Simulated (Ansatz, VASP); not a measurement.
## Pt: VASP beside Ansatz

```
CELL_PARAMETERS angstrom
-1.59099 1.59099 1.52735
1.59099 -1.59099 1.52735
1.59099 1.59099 -1.52735
ATOMIC_POSITIONS crystal
Pt 0.00000 0.00000 0.00000
```

Alike in both runs: task single point; functional r2SCAN; k mesh 30 × 30 × 30; occupations gaussian, width 0.15 eV; no spin polarisation.

```csv
,VASP,Ansatz
version,VASP 6.6.1,Ansatz 0.2.0
potentials or method,"VASP PAW PBE potentials, release 64 (Pt), cutoff 520 eV","scalar-relativistic, plane waves, PAW"
valence electrons in the cell,10,18
```

VASP gave:

| Item | Value |
| --- | --- |
| gap on the k mesh at the Fermi level (eV) | none |
| pressure (GPa) | 0.8 |
| traceless stress, the component that is largest in VASP (GPa) | -2.74 |

**Question.** Which values does Ansatz return?

**Answer.** gap on the k mesh at the Fermi level (eV): none; pressure (GPa): 0.1; traceless stress, the component that is largest in VASP (GPa): -2.72.

VASP's potentials were made for PBE, not for r2SCAN. A gap of «none» marks a metal or a gap that the smearing closes. With one functional, cell and mesh, what is left measures potentials, basis and numerics. VASP's potentials hold 10 valence electrons a cell and Ansatz's 18, so a difference there can come from the potentials and not from the codes.

Spin-orbit coupling is off throughout.
